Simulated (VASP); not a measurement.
# HfO2 (Fm-3m) in VASP: a series of runs, part 2 of 2

VASP 6.6.1. The steps go on from the part before.

### Step 3. Relaxation of cell and atoms, r2SCAN

This run uses another cell than the first one, of 10.79 Å³/atom, 0.968 times its volume.

File POSCAR:

```
HfO2
1.0
    0.0000000000      2.5295608501      2.5295608501
    2.5295608501      0.0000000000      2.5295608501
    2.5295608501      2.5295608501      0.0000000000
Hf O
1 2
Direct
    0.0000000000      0.0000000000      0.0000000000
    0.2500000000      0.2500000000      0.2500000000
    0.7500000000      0.7500000000      0.7500000000
```

File INCAR.step1:

```
SYSTEM = HfO2
PREC = Accurate ; ENCUT = 600
ISMEAR = 0 ; SIGMA = 0.02
LREAL = .FALSE. ; LASPH = .TRUE.
NELM = 100 ; GGA = PE
ALGO = Normal ; EDIFF = 1E-4
LWAVE = .TRUE. ; LCHARG = .FALSE.
```

File INCAR.step2:

```
SYSTEM = HfO2
PREC = Accurate ; ENCUT = 600
EDIFF = 1E-7 ; ISMEAR = 0
SIGMA = 0.02 ; LREAL = .FALSE.
LASPH = .TRUE. ; NELM = 100
ALGO = Normal ; ISIF = 3
LWAVE = .FALSE. ; LCHARG = .FALSE.
METAGGA = R2SCAN ; LMIXTAU = .TRUE.
IBRION = 2 ; NSW = 100
EDIFFG = -0.005 ; ISTART = 1
```

File KPOINTS:

```
regular mesh
0
G
  8 8 8
  0 0 0
```

Potentials or basis: VASP PAW PBE potentials, release 64 (Hf_pv, O).

Command:

```sh
> cat potpaw_PBE.64/Hf_pv/POTCAR potpaw_PBE.64/O/POTCAR > POTCAR
> cp INCAR.step1 INCAR
> mpirun -np 1 vasp_std > vasp.out
> cp INCAR.step2 INCAR
> mpirun -np 1 vasp_std > vasp.out
```

OUTCAR:

```text
SYSTEM = HfO2
   PREC = Accurate
   ENCUT = 600
   EDIFF = 1E-7
   ISMEAR = 0
   LREAL = .FALSE.
   LASPH = .TRUE.
   NELM = 100
   ISIF = 3
   METAGGA = R2SCAN
   IBRION = 2
   NSW = 100
   EDIFFG = -0.005
   ISTART = 1

 ion  position               nearest neighbor table
   1  0.000  0.000  0.000-   3 2.19   3 2.19   3 2.19   2 2.19   3 2.19   2 2.19   2 2.19   2 2.19

   2  0.250  0.250  0.250-   1 2.19   1 2.19   1 2.19   1 2.19
   3  0.750  0.750  0.750-   1 2.19   1 2.19   1 2.19   1 2.19

  LATTYP: Found a face centered cubic cell.
 ALAT       =     5.0591217002

  Lattice vectors:

 A1 = (   0.0000000000,   2.5295608501,   2.5295608501)
 A2 = (   2.5295608501,   0.0000000000,   2.5295608501)
 A3 = (   2.5295608501,   2.5295608501,   0.0000000000)

Analysis of symmetry for initial positions (statically):
=====================================================================
 Subroutine PRICEL returns:
 Original cell was already a primitive cell.

 Routine SETGRP: Setting up the symmetry group for a
 face centered cubic supercell.

 Subroutine GETGRP returns: Found 48 space group operations
 (whereof 48 operations were pure point group operations)
 out of a pool of 48 trial point group operations.

The static configuration has the point symmetry O_h .

Analysis of symmetry for dynamics (positions and initial velocities):
=====================================================================
 Subroutine PRICEL returns:
 Original cell was already a primitive cell.

 Routine SETGRP: Setting up the symmetry group for a
 face centered cubic supercell.

 Subroutine GETGRP returns: Found 48 space group operations
 (whereof 48 operations were pure point group operations)
 out of a pool of 48 trial point group operations.

The dynamic configuration has the point symmetry O_h .

 Subroutine INISYM returns: Found 48 space group operations
 (whereof 48 operations are pure point group operations),
 and found     1 'primitive' translations

----------------------------------------------------------------------------------------

                                     Primitive cell

  volume of cell :      32.3717

  direct lattice vectors                    reciprocal lattice vectors
     0.000000000  2.529560850  2.529560850    -0.197662768  0.197662768  0.197662768
     2.529560850  0.000000000  2.529560850     0.197662768 -0.197662768  0.197662768
     2.529560850  2.529560850  0.000000000     0.197662768  0.197662768 -0.197662768

  length of vectors
     3.577339261  3.577339261  3.577339261     0.342361957  0.342361957  0.342361957

  position of ions in fractional coordinates (direct lattice)
     0.000000000  0.000000000  0.000000000
     0.250000000  0.250000000  0.250000000
     0.750000000  0.750000000  0.750000000

  ion indices of the primitive-cell ions
   primitive index   ion index
                 1           1
                 2           2
                 3           3

----------------------------------------------------------------------------------------

 KPOINTS: regular mesh

Automatic generation of k-mesh.
 Grid dimensions read from file:
 generate k-points for:    8    8    8
[... 57 lines left out ...]
   ICHARG =      0    charge: 1-file 2-atom 10-const
   ISPIN  =      1    spin polarized calculation?
   LNONCOLLINEAR =      F non collinear calculations
   LSORBIT =      F    spin-orbit coupling
   LASPH  =      T    aspherical Exc in radial PAW
   ENCUT  =  600.0 eV  44.10 Ry    6.64 a.u.   7.14  7.14  7.14*2*pi/ulx,y,z
   NELM   =    100;   NELMIN=  2; NELMDL=  0     # of ELM steps
   EDIFF  = 0.1E-06   stopping-criterion for ELM
   LREAL  =      F    real-space projection
   EDIFFG = -.5E-02   stopping-criterion for IOM
   NSW    =    100    number of steps for IOM
   IBRION =      2    ionic relax: 0-MD 1-quasi-New 2-CG
   NFREE  =      1    steps in history (QN), initial steepest desc. (CG)
   ISIF   =      3    stress and relaxation
   ISYM   =      2    0-nonsym 1-usesym 2-fastsym
   POTIM  = 0.5000    time-step for ionic-motion
   TEBEG  =    0.0;   TEEND  =   0.0 temperature during run
   PSTRESS=    0.0 pullay stress
   NELECT =      22.0000    total number of electrons
   NUPDOWN=      -1.0000    fix difference up-down
   EMIN   =  10.00;   EMAX   =-10.00  energy-range for DOS
   EFERMI =   0.00;   METHOD = LEGACY
   ISMEAR =     0;   SIGMA  =   0.02  broadening in eV -4-tet -1-fermi 0-gaus
   EFERMI_NEDOS =   21; number of points for ismear=-14 and -15
   IALGO  =     38    algorithm
   IMIX   =      4    mixing-type and parameters
     AMIX     =   0.40;   BMIX     =  1.00
     AMIX_MAG =   1.60;   BMIX_MAG =  1.00
  volume/ion in A,a.u.               =      10.79        72.82
  Fermi-wavevector in a.u.,A,eV,Ry     =   1.439331  2.719941 28.186821  2.071673
  Thomas-Fermi vector in A             =   2.558198
   LORBIT       =      0    0 simple, 1 ext, 2 COOP (PROOUT), +10 PAW based schemes
   METAGGA = R2SCAN    functional components
   LHFCALC =     F    Hartree Fock is set to
   AEXX    =    0.0000 exact exchange contribution
   IVDW    =     0    specifies the selected vdW correction
   LEPSILON=     F    determine dielectric tensor
   LRPA    =     F    only Hartree local field effects (RPA)
 conjugate gradient relaxation of ions
 non-spin polarized calculation
 Gauss-broadening in eV      SIGMA  =   0.02
  energy-cutoff  :      600.00
  volume of cell :       32.37
 maximum number of plane-waves:      1106
 NGX is ok and might be reduce to    30

--------------------------------------- Ionic step        1  -------------------------------------------

 number of electron      21.9999998 magnetization

 Free energy of the ion-electron system (eV)
  ---------------------------------------------------
  ext. energy  EPLUGINS =         0.00000000
  ---------------------------------------------------
  free energy    TOTEN  =       -68.55441370 eV

  energy without entropy =      -68.55441370  energy(sigma->0) =      -68.55441370

------------------------ aborting loop because EDIFF is reached ----------------------------------------

  FORCE on cell =-STRESS in cart. coord.  units (eV):
  Direction    XX          YY          ZZ          XY          YZ          ZX
  --------------------------------------------------------------------------------------
  -------------------------------------------------------------------------------------
  Total       -0.8855382     -0.8855382     -0.8855382      0.0000000     -0.0000000     -0.0000000
  in kB      -43.8280871    -43.8280871    -43.8280871      0.0000000     -0.0000000     -0.0000000
  external PRESSURE =     -43.8280871 kB  Pullay stress =       0.0000000 kB
[... 98 lines left out ...]
--------------------------------------- Ionic step        4  -------------------------------------------

 number of electron      22.0000000 magnetization

 Free energy of the ion-electron system (eV)
  ---------------------------------------------------
  ext. energy  EPLUGINS =         0.00000000
  ---------------------------------------------------
  free energy    TOTEN  =       -68.56148211 eV

  energy without entropy =      -68.56148211  energy(sigma->0) =      -68.56148211

 E-fermi :   4.1969     XC(G=0): -12.7111

 val. band max:        4.1026470574   @ k =   0.5000   0.5000   0.0000
 cond. band min:       8.4666628777   @ k =   0.5000   0.5000   0.0000
 fundamental gap:      4.3640158203
 Fermi energy:         4.1969397901

 k-point     1 :       0.0000    0.0000    0.0000
  band No.  band energies     occupation
      1     -26.4430      2.00000
      2     -26.4430      2.00000
      3     -26.4430      2.00000
      4     -15.7691      2.00000
      5     -12.6542      2.00000
      6      -1.4823      2.00000
      7      -1.4823      2.00000
      8      -1.4823      2.00000
      9       3.4553      2.00000
     10       3.4553      2.00000
     11       3.4553      2.00000
     12       8.5689      0.00000
     13       8.5689      0.00000
     14      10.7574      0.00000
[... 401 lines left out ...]
      2     -26.6407      2.00000
      3     -26.5275      2.00000
      4     -14.1351      2.00000
      5     -13.5444      2.00000
      6      -0.9225      2.00000
      7      -0.5172      2.00000
      8       0.4464      2.00000
      9       1.7767      2.00000
     10       2.6876      2.00000
     11       2.8048      2.00000
     12       9.2590      0.00000
     13       9.7166      0.00000
     14      11.8325      0.00000
     15      12.9491      0.00000

 [... further k-points ...]

------------------------ aborting loop because EDIFF is reached ----------------------------------------

  FORCE on cell =-STRESS in cart. coord.  units (eV):
  Direction    XX          YY          ZZ          XY          YZ          ZX
  --------------------------------------------------------------------------------------
  -------------------------------------------------------------------------------------
  Total       -0.0003747     -0.0003747     -0.0003747      0.0000000      0.0000000      0.0000000
  in kB       -0.0188513     -0.0188513     -0.0188513      0.0000000      0.0000000      0.0000000
  external PRESSURE =      -0.0188513 kB  Pullay stress =       0.0000000 kB
[... 18 lines left out ...]
  FREE ENERGIE OF THE ION-ELECTRON SYSTEM (eV)
  ---------------------------------------------------
  free  energy   TOTEN  =       -68.5614821139 eV

  energy  without entropy=      -68.5614821139  energy(sigma->0) =      -68.56148211

 reached required accuracy - stopping structural energy minimisation
```

Run time: 2.4 min. Hardware: 1 thread of Intel Xeon 6975P-C (Granite Rapids), shared host; peak memory 0.18 GiB.

Results:

* Free energy: -68.5615 eV
* Relaxed volume: 10.62 Å³/atom
* Relaxed cell: a = 3.558 Å, b = 3.558 Å, c = 3.558 Å, α = 60.00°, β = 60.00°, γ = 60.00°
* Space group after relaxing (to 0.05 Å): Fm-3m (No. 225)
* Energy gained by relaxing: 2.4 meV/atom
* Ionic steps: 4
* Pressure after relaxing: 0.0 GPa
* Band gap on the k mesh: 4.36 eV, direct

The path:
```tsv
step	energy change (eV)	largest force (eV/Å)	pressure (GPa)	volume (Å³)
1	0.0000	0.0000	-4.38	32.37
2	0.0132	0.0000	7.85	31.01
3	-0.0071	0.0000	-0.11	31.86
4	-0.0071	0.0000	0.00	31.85
```

Final structure:
```xyz
3
Lattice="0.0000 2.5158 2.5158 2.5158 0.0000 2.5158 2.5158 2.5158 0.0000" Properties=species:S:1:pos:R:3 pbc="T T T"
Hf    2.5158    2.5158    0.0000
O     1.2579    1.2579    1.2579
O     3.7737    3.7737    3.7737
```

Levels at points of the mesh, in eV from the valence-band top:
```csv
k point,band 9,band 10,band 11,band 12,band 13,band 14
"(0.00, 0.00, 0.00)",-0.65,-0.65,-0.65,4.47,4.47,6.65
"(0.50, 0.00, 0.00)",-2.86,-1.92,-1.92,5.19,5.19,7.72
"(0.50, 0.50, 0.00)",-1.59,-1.59,0.00,4.36,6.14,7.39
```

Caveat: the PAW data sets were made with another functional, which shifts forces and pressure a little; spin-orbit coupling is left out, which moves the levels of the heavy elements.

### Step 4. Single point, r2SCAN

File POSCAR:

```
HfO2
1.0
    0.0000000000      2.5575000000      2.5575000000
    2.5575000000      0.0000000000      2.5575000000
    2.5575000000      2.5575000000      0.0000000000
Hf O
1 2
Direct
    0.0000000000      0.0000000000      0.0000000000
    0.2500000000      0.2500000000      0.2500000000
    0.7500000000      0.7500000000      0.7500000000
```

File INCAR.step1:

```
SYSTEM = HfO2
PREC = Accurate
ENCUT = 520
ISMEAR = 0
SIGMA = 0.1
LREAL = .FALSE.
LASPH = .TRUE.
NELM = 80
NBANDS = 18
GGA = PE
ALGO = Normal
EDIFF = 1E-4
LWAVE = .TRUE.
LCHARG = .FALSE.
```

File INCAR.step2:

```
SYSTEM = HfO2
PREC = Accurate
ENCUT = 520
EDIFF = 1E-6
ISMEAR = 0
SIGMA = 0.1
LREAL = .FALSE.
LASPH = .TRUE.
NELM = 80
ALGO = Normal
ISIF = 2
LWAVE = .FALSE.
LCHARG = .FALSE.
METAGGA = R2SCAN
LMIXTAU = .TRUE.
NBANDS = 18
ISTART = 1
```

File KPOINTS:

```
regular mesh
0
G
  6 6 6
  0 0 0
```

Command:

```sh
> cat potpaw_PBE.64/Hf_pv/POTCAR potpaw_PBE.64/O/POTCAR > POTCAR
> cp INCAR.step1 INCAR
> mpirun -np 1 vasp_std > vasp.out
> cp INCAR.step2 INCAR
> mpirun -np 1 vasp_std > vasp.out
```

Run time: 39 s. Hardware: 1 thread of Intel Xeon Platinum 8488C (Sapphire Rapids), shared host; peak memory 0.17 GiB.

Results (log left out):

| Property | Result |
| --- | --- |
| Free energy | -68.4938 eV |
| Pressure | -12.1 GPa |
| Band gap on the k mesh | 4.21 eV, direct |

Levels at points of the mesh, in eV from the valence-band top:
```tsv
k point	band 7	band 8	band 9	band 10	band 11	band 12	band 13	band 14	band 15	band 16
(0.00, 0.00, 0.00)	-5.28	-5.28	-0.62	-0.62	-0.62	4.33	4.33	6.25	10.65	10.65
(0.50, 0.00, 0.00)	-4.23	-3.02	-2.75	-1.86	-1.86	4.99	4.99	7.23	9.52	9.65
(0.50, 0.50, 0.00)	-3.51	-3.51	-1.51	-1.51	0.00	4.21	5.86	6.92	8.43	8.43
```

Caveat: the PAW data sets were made with another functional, which shifts forces and pressure a little; spin-orbit coupling is left out, which moves the levels of the heavy elements. A k mesh can miss the band edges.

### Step 5. Relaxation of cell and atoms, r2SCAN

POSCAR is that of step 4.

File INCAR.step1:

```
SYSTEM = HfO2
  PREC = Accurate
  ENCUT = 600
  ISMEAR = 0
  SIGMA = 0.1
  LREAL = .False.
  LASPH = .True.
  NELM = 100
  GGA = PE
  ALGO = Normal
  EDIFF = 1E-4
  LWAVE = .True.
  LCHARG = .False.
```

File INCAR.step2:

```
SYSTEM = HfO2
  PREC = Accurate
  ENCUT = 600
  EDIFF = 1E-6
  ISMEAR = 0
  SIGMA = 0.1
  LREAL = .False.
  LASPH = .True.
  NELM = 100
  ALGO = Normal
  ISIF = 3
  LWAVE = .False.
  LCHARG = .False.
  METAGGA = R2SCAN
  LMIXTAU = .True.
  IBRION = 2
  NSW = 100
  EDIFFG = -0.05
  ISTART = 1
```

File KPOINTS:

```
regular mesh
0
Gamma
  6 6 6
  0 0 0
```

Command:

```sh
> cat potpaw_PBE.64/Hf_pv/POTCAR potpaw_PBE.64/O/POTCAR > POTCAR
> cp INCAR.step1 INCAR
> mpirun -np 1 vasp_std > vasp.out
> cp INCAR.step2 INCAR
> mpirun -np 1 vasp_std > vasp.out
```

Wall time 96 s (1 thread of Intel Xeon Platinum 8488C (Sapphire Rapids), shared host); peak memory 0.18 GiB.

Results (log left out):

| Property | Result |
| --- | --- |
| Free energy | -68.5651 eV |
| Relaxed volume | 10.63 Å³/atom |
| Relaxed cell | a = 3.559 Å, b = 3.559 Å, c = 3.559 Å, α = 60.00°, β = 60.00°, γ = 60.00° |
| Space group after relaxing (to 0.05 Å) | Fm-3m (No. 225) |
| Energy gained by relaxing | 21.4 meV/atom |
| Ionic steps | 3 |
| Pressure after relaxing | -0.3 GPa |
| Band gap on the k mesh | 4.36 eV, direct |

The path:
| step | energy change (eV) | largest force (eV/Å) | pressure (GPa) | volume (Å³) |
| --- | --- | --- | --- | --- |
| 1 | 0.0000 | 0.0000 | -12.35 | 33.46 |
| 2 | 0.1128 | 0.0000 | 25.63 | 29.46 |
| 3 | -0.0642 | 0.0000 | -0.33 | 31.88 |

Final structure:
```
Hf O
1.0
     0.00000    2.51669    2.51669
     2.51669    0.00000    2.51669
     2.51669    2.51669    0.00000
Hf O
1 2
Direct
  0.00000 0.00000 0.00000
  0.25000 0.25000 0.25000
  0.75000 0.75000 0.75000
```

Levels at points of the mesh, in eV from the valence-band top:
```csv
k point,band 8,band 9,band 10,band 11,band 12,band 13,band 14,band 15
"(0.00, 0.00, 0.00)",-5.58,-0.65,-0.65,-0.65,4.46,4.46,6.65,11.28
"(0.50, 0.00, 0.00)",-3.10,-2.86,-1.92,-1.92,5.19,5.19,7.70,9.70
"(0.50, 0.50, 0.00)",-3.63,-1.59,-1.59,0.00,4.36,6.13,7.38,8.87
```

Caveat: the PAW data sets were made with another functional, which shifts forces and pressure a little; spin-orbit coupling is left out, which moves the levels of the heavy elements. r2SCAN opens gaps a little over a GGA but as a rule still falls short of measured ones.

### Step 6. Single point, r2SCAN

This run uses another cell than the first one: it holds 9 atoms, not 3.

File POSCAR:

```
HfO2
1.0
    2.5291609878     -2.5291609878      0.0000000000
    2.5291609878      0.0000000000     -2.5291609878
    5.0583219756      5.0583219756      5.0583219756
Hf O
3 6
Direct
    0.0000000000      0.0000000000      0.0000000000
    0.3333333333      0.3333333333      0.6666666667
    0.6666666667      0.6666666667      0.3333333333
    0.6666666667      0.6666666667      0.5833333333
    1.0000000000      0.0000000000      0.2500000000
    0.3333333333      0.3333333333      0.9166666667
    0.6666666667      0.6666666667      0.0833333333
    1.0000000000      0.0000000000      0.7500000000
    0.3333333333      0.3333333333      0.4166666667
```

File INCAR.step1:

```
SYSTEM = HfO2
PREC     = Accurate       ! precision mode
ENCUT    = 520            ! plane-wave cutoff, eV
ISMEAR   = 0              ! smearing method
SIGMA    = 0.05           ! smearing width, eV
LREAL    = .FALSE.        ! projectors in reciprocal space
LASPH    = .TRUE.         ! aspherical terms in the spheres
NELM     = 100            ! most SCF steps
NBANDS   = 43             ! bands
GGA      = PE             ! functional
ALGO     = Normal         ! electronic algorithm
EDIFF    = 1E-4           ! SCF threshold, eV
LWAVE    = .TRUE.         ! write WAVECAR
LCHARG   = .FALSE.        ! write CHGCAR
```

File INCAR.step2:

```
SYSTEM = HfO2
PREC     = Accurate       ! precision mode
ENCUT    = 520            ! plane-wave cutoff, eV
EDIFF    = 1E-7           ! SCF threshold, eV
ISMEAR   = 0              ! smearing method
SIGMA    = 0.05           ! smearing width, eV
LREAL    = .FALSE.        ! projectors in reciprocal space
LASPH    = .TRUE.         ! aspherical terms in the spheres
NELM     = 100            ! most SCF steps
ALGO     = Normal         ! electronic algorithm
ISIF     = 2              ! what is computed and relaxed
LWAVE    = .FALSE.        ! write WAVECAR
LCHARG   = .FALSE.        ! write CHGCAR
METAGGA  = R2SCAN         ! meta-GGA
LMIXTAU  = .TRUE.       
NBANDS   = 43             ! bands
ISTART   = 1
```

File KPOINTS:

```
regular mesh
0
G
  7 7 3
  0 0 0
```

Potentials or basis: VASP PAW PBE potentials, release 64 (Hf_pv, O).

Command:

```sh
> cat potpaw_PBE.64/Hf_pv/POTCAR potpaw_PBE.64/O/POTCAR > POTCAR
> cp INCAR.step1 INCAR
> mpirun -np 1 vasp_std > vasp.out
> cp INCAR.step2 INCAR
> mpirun -np 1 vasp_std > vasp.out
```

Run time: 6.8 min. Hardware: 1 thread of Intel Xeon Platinum 8259CL at 2.50GHz (Skylake/Cascade Lake), shared host; peak memory 0.27 GiB.

The run converged. Its results:

| Property | Result |
| --- | --- |
| Free energy | -205.6423 eV |
| Pressure | -4.0 GPa |
| Band gap on the k mesh | 4.49 eV |

Levels at points of the mesh, in eV from the valence-band top:
```csv
k point,band 29,band 30,band 31,band 32,band 33,band 34,band 35,band 36,band 37,band 38
"(0.00, 0.00, 0.00)",-1.62,-1.62,-0.55,-0.55,-0.55,4.52,4.52,5.31,5.31,5.31
```

Caveat: the PAW data sets were made with another functional, which shifts forces and pressure a little; spin-orbit coupling is left out, which moves the levels of the heavy elements. A k mesh can miss the band edges.

### Step 7. The runs side by side

| task | cell | k mesh | cutoff (eV) | smearing | gap on the mesh (eV) | pressure (GPa) | relaxed volume (Å³/atom) |
| --- | --- | --- | --- | --- | --- | --- | --- |
| relaxation of cell and atoms | relaxed from a = 3.617 Å, angles 60.0°, 3 atoms | 6 × 6 × 6 | 600 | gaussian 0.1 eV | 4.36 | -0.3 | 10.63 |
| relaxation of cell and atoms | relaxed from a = 3.577 Å, angles 60.0°, 3 atoms | 8 × 8 × 8 | 600 | gaussian 0.02 eV | 4.36 | 0.0 | 10.62 |
| single point | a = 3.617 Å, angles 60.0°, 3 atoms | 6 × 6 × 6 | 520 | gaussian 0.1 eV | 4.21 | -12.1 | - |
| single point | a = 3.577, b = 3.577, c = 8.761 Å, angles 90.0, 90.0, 60.0°, 9 atoms | 7 × 7 × 3 | 520 | gaussian 0.05 eV | 4.49 | -4.0 | - |

Alike in all rows: level r2SCAN; potentials or basis VASP PAW PBE potentials, release 64 (Hf_pv, O); no spin polarisation.

Caveats: the PAW data sets were made with another functional, which shifts forces and pressure a little; spin-orbit coupling is left out, which moves the levels of the heavy elements.

Total energies depend on the potentials used, so only differences within one code and one set of settings carry meaning.
